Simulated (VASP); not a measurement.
BiTe:

```
Bi Te
1.0
     0.00000    3.23500    3.23500
     3.23500    0.00000    3.23500
     3.23500    3.23500    0.00000
Bi Te
1 1
Cartesian
  0.0000 0.0000 0.0000
  3.2350 3.2350 3.2350
```

Base run:

| Property | Result |
| --- | --- |
| Program | VASP 6.6.1 |
| Functional | HSE06 |
| Potentials or basis | VASP PAW PBE potentials, release 64 (Bi_d, Te) |
| Cutoff | 400 eV |
| k mesh | 6 × 6 × 6 |
| Occupations | fermi-dirac, width 0.05 eV |
| Spin | no spin polarisation |

Its results: band gap on the k mesh zero (an odd number of electrons rules out a gap without spin polarisation); pressure -1.0 GPa.

Task: The run is repeated on the same cell with these changes: cutoff from 400 eV to 520 eV; k mesh from 6 × 6 × 6 to 4 × 4 × 4. What comes out?

Result: Band gap on the k mesh zero (an odd number of electrons rules out a gap without spin polarisation); pressure -1.5 GPa.

Caveats: some runs use coarse meshes; the PAW data sets were made with another functional, which shifts forces and pressure a little; spin-orbit coupling is left out, which moves the levels of the heavy elements.
